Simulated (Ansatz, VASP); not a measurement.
HfO2 in VASP and in Ansatz

```
Hf O
1.0
     0.00000    2.84522    2.55750
     2.55750    0.00000    2.55750
     2.55750    2.84522    0.00000
Hf O
1 2
Direct
  0.00000 0.00000 0.00000
  0.25000 0.25000 0.25000
  0.75000 0.75000 0.75000
```

Change from the starting cell: strain +0.1125 x Voigt [0, 1, 0, 0, 0, 0], atoms carried along.

Alike in both runs: task single point; functional r2SCAN; k mesh 8 × 8 × 8; occupations gaussian, width 0.05 eV; no spin polarisation.

|  | VASP | Ansatz |
| --- | --- | --- |
| version | VASP 6.6.1 | Ansatz 0.2.0 |
| potentials or method | VASP PAW PBE potentials, release 64 (Hf_pv, O), cutoff 520 eV | scalar-relativistic, plane waves, PAW |
| valence electrons in the cell | 22 | 38 |

```csv
,VASP,Ansatz,Ansatz less VASP
gap on the k mesh at the Fermi level (eV),2.64,2.66,+0.020
least direct gap on the mesh (eV),3.05,3.08,+0.025
pressure (GPa),-30.4,-27.8,+2.65
"traceless stress, the component that is largest in VASP (GPa)",-30.48,-30.14,+0.344
```

VASP's potentials were made for PBE, not for r2SCAN. VASP's potentials hold 22 valence electrons a cell and Ansatz's 38, so a difference there can come from the potentials and not from the codes.

Neither program's run includes spin-orbit coupling. Noted on VASP's run: the cell as given lies far from equilibrium.
